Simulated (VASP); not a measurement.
**SnTe: single point with PBE**

The system is SnTe.

```
CELL_PARAMETERS angstrom
0.03157 3.17228 3.17228
3.17228 0.03157 3.17228
3.17228 3.17228 0.03157
ATOMIC_POSITIONS crystal
Sn 0.00000 0.00000 0.00000
Te 0.50000 0.50000 0.50000
```

This cell differs from its parent crystal: equal xy, yz and zx shear strains of +1 %.

- Program: VASP 6.6.1
- Task: single point
- Functional: PBE
- Potentials or basis: VASP PAW PBE potentials, release 64 (Sn_d, Te)
- Cutoff: 520 eV
- k mesh: 11 × 11 × 11
- Occupations: fermi-dirac, width 0.08 eV
- Spin: no spin polarisation
- Dipole correction: no
- Further INCAR settings: ALGO = Normal; EDIFF = 1e-06; NBANDS = 17

```yaml
Pressure: 2.0 GPa
Band_gap_on_the_k_mesh: 0.30 eV, indirect (least direct gap 0.41 eV)
```

Stress tensor (GPa, compression positive):
```
 1.96 -0.16 -0.16
-0.16  1.96 -0.16
-0.16 -0.16  1.96
```

Levels at points of the mesh, in eV from the valence-band top:
| k point | band 8 | band 9 | band 10 | band 11 | band 12 | band 13 |
| --- | --- | --- | --- | --- | --- | --- |
| (0.00, 0.00, 0.00) | -2.16 | -2.02 | -2.02 | 3.39 | 3.39 | 3.44 |

It took 3 min on 1 thread of AMD EPYC 9R45 (Zen 5), on a shared host, peak memory 0.28 GiB.

Caveat: the cell differs from its parent crystal (equal xy, yz and zx shear strains of +1 %); spin-orbit coupling is left out, which moves the levels of the heavy elements. A k mesh can miss the band edges.
